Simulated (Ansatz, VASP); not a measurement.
# Two plane-wave programs on Al2As

Contents of INCAR:

```
  ALGO = Fast
  EDIFF = 1E-7
  EDIFFG = -0.01
  ENCUT = 600
  GGA = PE
  IBRION = 2
  ISIF = 3
  ISMEAR = 0
  LASPH = True
  LCHARG = False
  LREAL = False
  LWAVE = False
  NELM = 60
  NSW = 100
  PREC = Accurate
  SIGMA = 0.1
```

KPOINTS

```
k-points
0
Gamma
  14 14 10
```

The input POSCAR:

```
Al2As
1.0
    3.3206535950      0.0000000000      0.0000000000
    0.0000000000      3.3206535950      0.0000000000
    0.0000000000      0.0000000000      5.3863491756
Al As
2 1
Direct
    0.0000000000      0.0000000000      0.6183323230
    0.5000000000      0.5000000000      0.3340166782
    0.0000000000      0.0000000000      0.0922209088
```

Input for Ansatz:

```yaml
crystal:
  lattice:
    - [3.320653595, 0.0, 0.0]
    - [0.0, 3.320653595, 0.0]
    - [0.0, 0.0, 5.3863491756]
  atoms:
    - { symbol: Al, position: [0.0, 0.0, 0.618332323] }
    - { symbol: Al, position: [0.5, 0.5, 0.3340166782] }
    - { symbol: As, position: [0.0, 0.0, 0.0922209088] }
basis:
  ecutwfc: 420
kpoints:
  mp_grid: { grid: [14, 14, 10] }
hamiltonian:
  xc: pbe
scf:
  occupations: { method: gaussian, width: 0.1 }
output:
  forces: true
  stress: true
  eigenvalues: true
  write_density: true
  write_potential: true
  elf: true
  volumetric_format: npy
relax:
  adjacent_minimum: "off"
  f_tol: 0.01
  max_steps: 80
  cell: { stress_tol: 0.05 }
```

Alike in both runs: task relaxation of cell and atoms; functional PBE; k mesh 14 × 14 × 10; occupations gaussian, width 0.1 eV; no spin polarisation.

```csv
,VASP,Ansatz
version,VASP 6.6.1,Ansatz 0.2.0
potentials or method,"VASP PAW PBE potentials, release 64 (Al, As), cutoff 600 eV","scalar-relativistic, plane waves, PAW"
valence electrons in the cell,11,21
```

Ansatz gave:

- gap on the k mesh at the Fermi level, each at its own relaxed structure (eV): none
- relaxed volume (Å³/atom): 20.05
- relaxed cell length with the largest relative difference (Å): 3.370

Estimate VASP's values.

gap on the k mesh at the Fermi level, each at its own relaxed structure (eV): none; relaxed volume (Å³/atom): 20.08; relaxed cell length with the largest relative difference (Å): 3.372.

A gap of «none» marks a metal or a gap that the smearing closes. VASP's potentials hold 11 valence electrons a cell and Ansatz's 21, so a difference there can come from the potentials and not from the codes.
